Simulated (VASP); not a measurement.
Write the native input for VASP 6.6.1 that does the following.

| Item | Value |
| --- | --- |
| Task | single point |
| Functional | PBE |
| Dispersion | D3(BJ) |
| Potentials or basis | VASP PAW PBE potentials, release 64 (C) |
| Cutoff | 520 eV |
| k mesh | 12 × 12 × 1 |
| Occupations | gaussian, width 0.05 eV |
| Spin | no spin polarisation |
| Dipole correction | yes |
| Further INCAR settings | ALGO = Normal; EDIFF = 1e-06; NBANDS = 11 |

The structure of C lies in POSCAR:

```
C
1.0
    2.4657091164      0.0000000000      0.0000000000
   -1.2328545582      2.1353667332      0.0000000000
    0.0000000000      0.0000000000     18.0000000000
C
2
Direct
    0.3333333333      0.6666666667      0.5000000000
    0.6666666667      0.3333333333      0.5000000000
```

One way to write it, as run:

INCAR

```
SYSTEM = C
PREC = Accurate ; ENCUT = 520
EDIFF = 1E-6 ; ISMEAR = 0
SIGMA = 0.05 ; LREAL = .FALSE.
LASPH = .TRUE. ; NELM = 60
ALGO = Normal ; ISIF = 2
LWAVE = .FALSE. ; LCHARG = .FALSE.
LDIPOL = .TRUE. ; IDIPOL = 3
DIPOL = 0.5 0.5 0.500 ; GGA = PE
IVDW = 12 ; NBANDS = 11
```

KPOINTS

```
Automatic mesh
0
G
  12 12 1
  0 0 0
```

Potentials or basis: VASP PAW PBE potentials, release 64 (C).

Command:

```sh
$ cat potpaw_PBE.64/C/POTCAR > POTCAR
$ mpirun -np 1 vasp_std > vasp.out
```

Results of the run:

| Item | Value |
| --- | --- |
| Band gap on the k mesh | zero (filled and empty bands touch) |
| Dispersion energy per atom | -0.089 eV |

Wall time 12 s on 1 thread of Intel(R) Xeon(R) 6975P-C (Granite Rapids), with other jobs on the host, peak memory 0.19 GiB.
